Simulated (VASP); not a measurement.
# FeO (I4/mmm) in VASP: notebook

Aim: see how the results for FeO move with the level of theory and the settings. Levels: LDA, r2SCAN. Tasks: single point.

All numbers are computed with VASP 6.6.1; they aren't measurements. Logs are shortened: lines on timing, memory, paths and dates and some standing lists are left out, and cuts for length are marked.

### Step 1. The cell of the first run

Symmetry: I4/mmm, No. 139, tetragonal system. Conventional cell: a = 3.225 Å, b = 3.225 Å, c = 4.194 Å, α = 90.00°, β = 90.00°, γ = 90.00°. Within 2.8 Å of Fe (site symmetry 4/mmm) lie 6 O at 2.10 to 2.28 Å. Within 2.8 Å of O (site symmetry 4/mmm) lie 6 Fe at 2.10 to 2.28 Å.

### Step 2. Single point, LDA, collinear spin, ferromagnetic start

INCAR reads:

```
SYSTEM = FeO
PREC = Accurate
ENCUT = 520
EDIFF = 1E-7
ISMEAR = -1
SIGMA = 0.05
LREAL = .False.
LASPH = .True.
NELM = 150
ALGO = Normal
ISIF = 2
LWAVE = .False.
LCHARG = .False.
ISPIN = 2
MAGMOM = 3 0
LORBIT = 11
LMAXMIX = 4
GGA = CA
NBANDS = 18
```

KPOINTS reads:

```
Automatic mesh
0
Gamma
  12 12 12
  0 0 0
```

POSCAR reads:

```
FeO
1.0
   -1.6127136786      1.6127136786      2.0971899518
    1.6127136786     -1.6127136786      2.0971899518
    1.6127136786      1.6127136786     -2.0971899518
Fe O
1 1
Direct
    0.0000000000      0.0000000000      0.0000000000
    0.5000000000      0.5000000000      0.0000000000
```

Potentials or basis: VASP PAW LDA potentials, release 64 (Fe, O).

Command:

```
$ cat potpaw_LDA.64/Fe/POTCAR potpaw_LDA.64/O/POTCAR > POTCAR
$ mpirun -np 1 vasp_std > vasp.out
```

OUTCAR:

```text
SYSTEM = FeO
   PREC = Accurate
   ENCUT = 520
   EDIFF = 1E-7
   ISMEAR = -1
   LREAL = .False.
   LASPH = .True.
   NELM = 150
   ISIF = 2
   ISPIN = 2
   LORBIT = 11
   GGA = CA

 ion  position               nearest neighbor table
   1  0.000  0.000  0.000-   2 2.10   2 2.10   2 2.28   2 2.28   2 2.28   2 2.28
   2  0.500  0.500  0.000-   1 2.10   1 2.10   1 2.28   1 2.28   1 2.28   1 2.28

  LATTYP: Found a body centered tetragonal cell.
 ALAT       =     3.2254273572
 C/A-ratio  =     1.3004105934

  Lattice vectors:

 A1 = (  -1.6127136786,   1.6127136786,   2.0971899518)
 A2 = (   1.6127136786,  -1.6127136786,   2.0971899518)
 A3 = (   1.6127136786,   1.6127136786,  -2.0971899518)

Analysis of symmetry for initial positions (statically):
=====================================================================
 Subroutine PRICEL returns:
 Original cell was already a primitive cell.

 Routine SETGRP: Setting up the symmetry group for a
 body centered tetragonal supercell.

 Subroutine GETGRP returns: Found 16 space group operations
 (whereof 16 operations were pure point group operations)
 out of a pool of 16 trial point group operations.

The static configuration has the point symmetry D_4h.

Analysis of symmetry for dynamics (positions and initial velocities):
=====================================================================
 Subroutine PRICEL returns:
 Original cell was already a primitive cell.

 Routine SETGRP: Setting up the symmetry group for a
 body centered tetragonal supercell.

 Subroutine GETGRP returns: Found 16 space group operations
 (whereof 16 operations were pure point group operations)
 out of a pool of 16 trial point group operations.

The dynamic configuration has the point symmetry D_4h.

Analysis of structural, dynamic, and magnetic symmetry:
=====================================================================
 Subroutine PRICEL returns:
 Original cell was already a primitive cell.

 Routine SETGRP: Setting up the symmetry group for a
 body centered tetragonal supercell.

 Subroutine GETGRP returns: Found 16 space group operations
 (whereof 16 operations were pure point group operations)
 out of a pool of 16 trial point group operations.

The overall configuration has the point symmetry D_4h.

 Subroutine INISYM returns: Found 16 space group operations
 (whereof 16 operations are pure point group operations),
 and found     1 'primitive' translations

----------------------------------------------------------------------------------------

                                     Primitive cell

  volume of cell :      21.8179

  direct lattice vectors                    reciprocal lattice vectors
    -1.612713679  1.612713679  2.097189952     0.000000000  0.310036435  0.238414265
     1.612713679 -1.612713679  2.097189952     0.310036435  0.000000000  0.238414265
     1.612713679  1.612713679 -2.097189952     0.310036435  0.310036435  0.000000000

  length of vectors
     3.098369977  3.098369977  3.098369977     0.391106063  0.391106063  0.438457732

  position of ions in fractional coordinates (direct lattice)
     0.000000000  0.000000000  0.000000000
     0.500000000  0.500000000  0.000000000

  ion indices of the primitive-cell ions
   primitive index   ion index
                 1           1
                 2           2

----------------------------------------------------------------------------------------

 KPOINTS: Automatic mesh

Automatic generation of k-mesh.
 Grid dimensions read from file:
 generate k-points for:   12   12   12

 Generating k-lattice:

  Cartesian coordinates                     Fractional coordinates (reciprocal lattice)
     0.000000000  0.025836370  0.019867855     0.083333333 -0.000000000  0.000000000
     0.025836370  0.000000000  0.019867855    -0.000000000  0.083333333  0.000000000
     0.025836370  0.025836370  0.000000000     0.000000000  0.000000000  0.083333333

  Length of vectors
     0.032592172  0.032592172  0.036538144

  Shift w.r.t. Gamma in fractional coordinates (k-lattice)
     0.000000000  0.000000000  0.000000000

 Subroutine IBZKPT returns following result:
 ===========================================

 Found    163 irreducible k-points:

 Following reciprocal coordinates:
            Coordinates               Weight
  0.000000  0.000000  0.000000      1.000000
  0.083333  0.000000 -0.000000      8.000000
  0.166667  0.000000  0.000000      8.000000
  0.250000  0.000000 -0.000000      8.000000
  0.333333  0.000000 -0.000000      8.000000
  0.416667  0.000000 -0.000000      8.000000
[... 16 lines left out ...]
  0.500000  0.166667  0.000000     16.000000
 -0.416667  0.166667  0.000000     16.000000
 [... further k-points ...]
   k-points           NKPTS =    163   k-points in BZ     NKDIM =    163   number of bands    NBANDS=     18
   number of dos      NEDOS =    301   number of ions     NIONS =      2
   total plane-waves  NPLWV =  13824
   dimension x,y,z NGX =    24 NGY =   24 NGZ =   24
   dimension x,y,z NGXF=    48 NGYF=   48 NGZF=   48
   ions per type =               1   1
   NGX,Y,Z   is equivalent  to a cutoff of  12.88, 12.88, 12.88 a.u.
   NGXF,Y,Z  is equivalent  to a cutoff of  25.75, 25.75, 25.75 a.u.
 SYSTEM =  FeO
   PREC   = accura    normal or accurate (medium, high low for compatibility)
   ISTART =      0    job   : 0-new  1-cont  2-samecut
   ICHARG =      2    charge: 1-file 2-atom 10-const
   ISPIN  =      2    spin polarized calculation?
   LNONCOLLINEAR =      F non collinear calculations
   LSORBIT =      F    spin-orbit coupling
   LASPH  =      T    aspherical Exc in radial PAW
   ENCUT  =  520.0 eV  38.22 Ry    6.18 a.u.   5.76  5.76  5.76*2*pi/ulx,y,z
   NELM   =    150;   NELMIN=  2; NELMDL= -5     # of ELM steps
   EDIFF  = 0.1E-06   stopping-criterion for ELM
   LREAL  =      F    real-space projection
   EDIFFG = 0.1E-05   stopping-criterion for IOM
   NSW    =      0    number of steps for IOM
   IBRION =     -1    ionic relax: 0-MD 1-quasi-New 2-CG
   NFREE  =      0    steps in history (QN), initial steepest desc. (CG)
   ISIF   =      2    stress and relaxation
   ISYM   =      2    0-nonsym 1-usesym 2-fastsym
   POTIM  = 0.5000    time-step for ionic-motion
   TEBEG  =    0.0;   TEEND  =   0.0 temperature during run
   PSTRESS=    0.0 pullay stress
   NELECT =      14.0000    total number of electrons
   NUPDOWN=      -1.0000    fix difference up-down
   EMIN   =  10.00;   EMAX   =-10.00  energy-range for DOS
   EFERMI =   0.00;   METHOD = LEGACY
   ISMEAR =    -1;   SIGMA  =   0.05  broadening in eV -4-tet -1-fermi 0-gaus
   EFERMI_NEDOS =   21; number of points for ismear=-14 and -15
   IALGO  =     38    algorithm
   IMIX   =      4    mixing-type and parameters
     AMIX     =   0.40;   BMIX     =  1.00
     AMIX_MAG =   1.60;   BMIX_MAG =  1.00
  volume/ion in A,a.u.               =      10.91        73.62
  Fermi-wavevector in a.u.,A,eV,Ry     =   1.412039  2.668367 27.128039  1.993855
  Thomas-Fermi vector in A             =   2.533829
   LORBIT       =     11    0 simple, 1 ext, 2 COOP (PROOUT), +10 PAW based schemes
   GGA     = CA    functional components
   LHFCALC =     F    Hartree Fock is set to
   AEXX    =    0.0000 exact exchange contribution
   IVDW    =     0    specifies the selected vdW correction
   LEPSILON=     F    determine dielectric tensor
   LRPA    =     F    only Hartree local field effects (RPA)
 spin polarized calculation
  energy-cutoff  :      520.00
  volume of cell :       21.82
 maximum number of plane-waves:       608
   NGX = 11   NGY = 11   NGZ = 11

 number of electron      14.0000001 magnetization       3.9965144

 Free energy of the ion-electron system (eV)
  ---------------------------------------------------
  ext. energy  EPLUGINS =         0.00000000
  ---------------------------------------------------
  free energy    TOTEN  =       -16.17075911 eV

  energy without entropy =      -16.15617609  energy(sigma->0) =      -16.16346760

 E-fermi :   4.9034     XC(G=0): -12.1537

 val. band max:        4.8986917349   @ k =  -0.2500   0.0833   0.0000
 cond. band min:       4.9088801722   @ k =   0.3333   0.2500   0.1667
 fundamental gap:      0.0101884373
 Fermi energy:         4.9034034038

 spin component 1

 k-point     1 :       0.0000    0.0000    0.0000
  band No.  band energies     occupation
      1     -14.8392      1.00000
      2       1.2550      1.00000
      3       1.2938      1.00000
      4       1.2938      1.00000
      5       1.4816      1.00000
      6       1.5038      1.00000
[... 10 lines left out ...]
     17      26.0360      0.00000
     18      26.0715      0.00000
[... 463 lines left out ...]
 k-point    24 :      -0.4167    0.1667    0.0000
  band No.  band energies     occupation
      1     -13.9827      1.00000
      2      -2.2915      1.00000
      3      -0.9920      1.00000
      4      -0.6038      1.00000
      5       1.6655      1.00000
      6       2.0939      1.00000
[... 10 lines left out ...]
     17      28.9593      0.00000
     18      31.2710      0.00000

 [... further k-points ...]

 spin component 2

 k-point     1 :       0.0000    0.0000    0.0000
  band No.  band energies     occupation
      1     -14.2839      1.00000
      2       1.8048      1.00000
      3       2.1093      1.00000
      4       2.1093      1.00000
      5       4.1838      1.00000
      6       4.1838      1.00000
[... 10 lines left out ...]
     17      27.1802      0.00000
     18      27.2989      0.00000
[... 463 lines left out ...]
 k-point    24 :      -0.4167    0.1667    0.0000
  band No.  band energies     occupation
      1     -13.4133      1.00000
      2      -1.5256      1.00000
      3       0.1757      1.00000
      4       0.6377      1.00000
      5       4.4965      0.99971
      6       5.2433      0.00111
[... 10 lines left out ...]
     17      29.7152      0.00000
     18      31.9838      0.00000

 [... further k-points ...]
[... 5 lines left out ...]
  --------------------------------------------------------------------------------------
  -------------------------------------------------------------------------------------
  Total       -3.3525114     -3.3525114     -3.3076994      0.0000000      0.0000000      0.0000000
  in kB     -246.1889443   -246.1889443   -242.8982149      0.0000000      0.0000000      0.0000000
  external PRESSURE =    -245.0920345 kB  Pullay stress =       0.0000000 kB

 VOLUME and BASIS-vectors are now :
 -----------------------------------------------------------------------------
  energy-cutoff  :      520.00
  volume of cell :       21.82
      direct lattice vectors                 reciprocal lattice vectors
    -1.612713679  1.612713679  2.097189952     0.000000000  0.310036435  0.238414265
     1.612713679 -1.612713679  2.097189952     0.310036435  0.000000000  0.238414265
     1.612713679  1.612713679 -2.097189952     0.310036435  0.310036435  0.000000000

 POSITION                                       TOTAL-FORCE (eV/Angst)
 -----------------------------------------------------------------------------------
      0.00000      0.00000      0.00000         0.000000      0.000000     -0.000000
      0.00000      0.00000      2.09719        -0.000000      0.000000      0.000000
 -----------------------------------------------------------------------------------
    total drift:                               -0.000000      0.000000     -0.000000

  FREE ENERGIE OF THE ION-ELECTRON SYSTEM (eV)
  ---------------------------------------------------
  free  energy   TOTEN  =       -16.1707591073 eV

  energy  without entropy=      -16.1561760931  energy(sigma->0) =      -16.16346760

 total charge

# of ion       s       p       d       tot
------------------------------------------
    1        0.279   0.320   6.061   6.660
    2        1.546   3.369   0.000   4.914
--------------------------------------------------
tot          1.825   3.688   6.061  11.574

 magnetization (x)

# of ion       s       p       d       tot
------------------------------------------
    1        0.026   0.019   3.528   3.573
    2        0.026   0.282   0.000   0.308
--------------------------------------------------
tot          0.052   0.301   3.528   3.881
```

Run time: 45 s. Hardware: 1 thread of Intel Xeon 6975P-C (Granite Rapids), shared host; peak memory 0.21 GiB.

What came out:

| Property | Result |
| --- | --- |
| Free energy | -16.1708 eV |
| Pressure | -24.5 GPa |
| Band gap on the k mesh | zero (filled and empty bands overlap) |
| Net moment | 4.00 μB per cell |
| Site moments | Fe +3.57; O +0.31 μB |
| Valence electrons inside the program's atomic spheres | Fe 6.66; O 4.91 |

Caveat: a cell with one magnetic atom can't hold antiferromagnetic order, which such compounds often take; semilocal functionals often make such compounds metallic where correlation or magnetic order opens a gap, which also shifts bond lengths. With open d or f shells a metallic result of LDA can be an artefact of self-interaction; +U or a hybrid may open a gap.

### Step 3. Single point, LDA, collinear spin, ferromagnetic start

This run uses another cell than the first one, of 11.12 Å³/atom, 1.020 times its volume.

INCAR reads:

```
SYSTEM = FeO
PREC = Accurate
ENCUT = 520
EDIFF = 1E-6
ISMEAR = -1
SIGMA = 0.05
LREAL = .FALSE.
LASPH = .TRUE.
NELM = 150
ALGO = Normal
ISIF = 2
LWAVE = .FALSE.
LCHARG = .FALSE.
ISPIN = 2
MAGMOM = 3 0
LORBIT = 11
LMAXMIX = 4
NBANDS = 18
```

KPOINTS reads:

```
Automatic mesh
0
G
  12 12 12
  0 0 0
```

POSCAR reads:

```
FeO
1.0
   -1.6231861388      1.6231861388      2.1108084499
    1.6231861388     -1.6231861388      2.1108084499
    1.6231861388      1.6231861388     -2.1108084499
Fe O
1 1
Direct
    0.0000000000      0.0000000000      0.0000000000
    0.5000000000      0.5000000000      0.0000000000
```

Potentials or basis: VASP PAW LDA potentials, release 64 (Fe, O).

Command:

```
$ cat potpaw_LDA.64/Fe/POTCAR potpaw_LDA.64/O/POTCAR > POTCAR
$ mpirun -np 1 vasp_std > vasp.out
```

It took 40 s on 1 thread of Intel Xeon 6975P-C (Granite Rapids), shared host; peak memory 0.21 GiB.

It converged, with:

| Quantity | Value |
| --- | --- |
| Free energy | -16.1031 eV |
| Pressure | -26.4 GPa |
| Band gap on the k mesh | zero (filled and empty bands overlap) |
| Net moment | 4.00 μB per cell |
| Site moments | Fe +3.58; O +0.31 μB |
| Valence electrons inside the program's atomic spheres | Fe 6.63; O 4.91 |

Stress tensor (GPa, compression positive):
```
-26.15   0.00   0.00
  0.00 -26.15   0.00
  0.00   0.00 -27.02
```

Levels at points of the mesh, in eV from the Fermi level:
Spin up:
```tsv
k point	band 7	band 8	band 9	band 10	band 11	band 12
(0.00, 0.00, 0.00)	-3.33	-3.31	-3.30	-0.16	15.13	16.21
(0.50, 0.00, 0.00)	-2.29	-0.66	-0.08	3.82	7.57	10.92
(0.50, 0.50, 0.00)	-2.66	-2.60	-2.55	4.62	7.70	10.68
(0.50, 0.50, 0.50)	-2.60	-2.60	-2.51	4.74	8.75	9.65
```
Spin down:
| k point | band 1 | band 2 | band 3 | band 4 | band 5 | band 6 | band 7 | band 8 | band 9 | band 10 |
| --- | --- | --- | --- | --- | --- | --- | --- | --- | --- | --- |
| (0.00, 0.00, 0.00) | -19.05 | -3.04 | -2.74 | -2.74 | -0.69 | -0.69 | -0.39 | -0.34 | -0.11 | 0.97 |
| (0.50, 0.00, 0.00) | -18.04 | -7.16 | -4.67 | -4.51 | 0.24 | 0.45 | 0.59 | 2.00 | 2.58 | 4.37 |
| (0.50, 0.50, 0.00) | -18.08 | -6.13 | -4.07 | -3.54 | -1.70 | 0.34 | 0.51 | 0.72 | 0.81 | 5.74 |
| (0.50, 0.50, 0.50) | -17.95 | -5.97 | -4.04 | -4.04 | -1.77 | 0.50 | 0.65 | 0.65 | 0.85 | 5.86 |

Caveat: a cell with one magnetic atom can't hold antiferromagnetic order, which such compounds often take; semilocal functionals often make such compounds metallic where correlation or magnetic order opens a gap, which also shifts bond lengths.

### Step 4. Single point, LDA, collinear spin, ferromagnetic start

This run uses another cell than the first one, of 11.34 Å³/atom, 1.039 times its volume.

INCAR reads:

```
SYSTEM = FeO
ALGO = Normal
EDIFF = 1E-6
ENCUT = 520
ISIF = 2
ISMEAR = -1
ISPIN = 2
LASPH = .TRUE.
LCHARG = .FALSE.
LMAXMIX = 4
LORBIT = 11
LREAL = .FALSE.
LWAVE = .FALSE.
MAGMOM = 3 0
NBANDS = 18
NELM = 150
PREC = Accurate
SIGMA = 0.05
```

KPOINTS reads:

```
k-points
0
G
  12 12 12
  0 0 0
```

POSCAR reads:

```
FeO
1.0
   -1.6335251827      1.6335251827      2.1242534522
    1.6335251827     -1.6335251827      2.1242534522
    1.6335251827      1.6335251827     -2.1242534522
Fe O
1 1
Direct
    0.0000000000      0.0000000000      0.0000000000
    0.5000000000      0.5000000000      0.0000000000
```

Command:

```
$ cat potpaw_LDA.64/Fe/POTCAR potpaw_LDA.64/O/POTCAR > POTCAR
$ mpirun -np 1 vasp_std > vasp.out
```

Run time: 42 s. Hardware: 1 thread of Intel Xeon 6975P-C (Granite Rapids), shared host; peak memory 0.21 GiB.

Results (log left out):

```yaml
Free_energy: -16.0306 eV
Pressure: -28.1 GPa
Band_gap_on_the_k_mesh: zero (filled and empty bands overlap)
Net_moment: 4.00 μB per cell
Site_moments: Fe +3.58; O +0.30 μB
Valence_electrons_inside_the_program's_atomic_spheres: Fe 6.61; O 4.90
```

Stress tensor (GPa, compression positive):
```
-27.46   0.00   0.00
  0.00 -27.46   0.00
  0.00   0.00 -29.43
```

Levels at points of the mesh, in eV from the Fermi level:
Spin up:
```tsv
k point	band 7	band 8	band 9	band 10	band 11	band 12
(0.00, 0.00, 0.00)	-3.30	-3.27	-3.27	-0.25	15.06	16.06
(0.50, 0.00, 0.00)	-2.31	-0.70	-0.14	3.78	7.41	10.80
(0.50, 0.50, 0.00)	-2.67	-2.64	-2.58	4.49	7.59	10.59
(0.50, 0.50, 0.50)	-2.62	-2.62	-2.55	4.62	8.64	9.57
```
Spin down:
```tsv
k point	band 2	band 3	band 4	band 5	band 6	band 7	band 8	band 9
(0.00, 0.00, 0.00)	-2.99	-2.68	-2.68	-0.67	-0.67	-0.38	-0.35	-0.10
(0.50, 0.00, 0.00)	-7.02	-4.57	-4.40	0.24	0.44	0.57	1.94	2.51
(0.50, 0.50, 0.00)	-6.01	-4.00	-3.46	-1.64	0.33	0.49	0.69	0.77
(0.50, 0.50, 0.50)	-5.86	-3.96	-3.96	-1.70	0.49	0.63	0.63	0.80
```

Caveat: a cell with one magnetic atom can't hold antiferromagnetic order, which such compounds often take; semilocal functionals often make such compounds metallic where correlation or magnetic order opens a gap, which also shifts bond lengths. With open d or f shells a metallic result of LDA can be an artefact of self-interaction; +U or a hybrid may open a gap.

(Continued in part 2 of 2.)
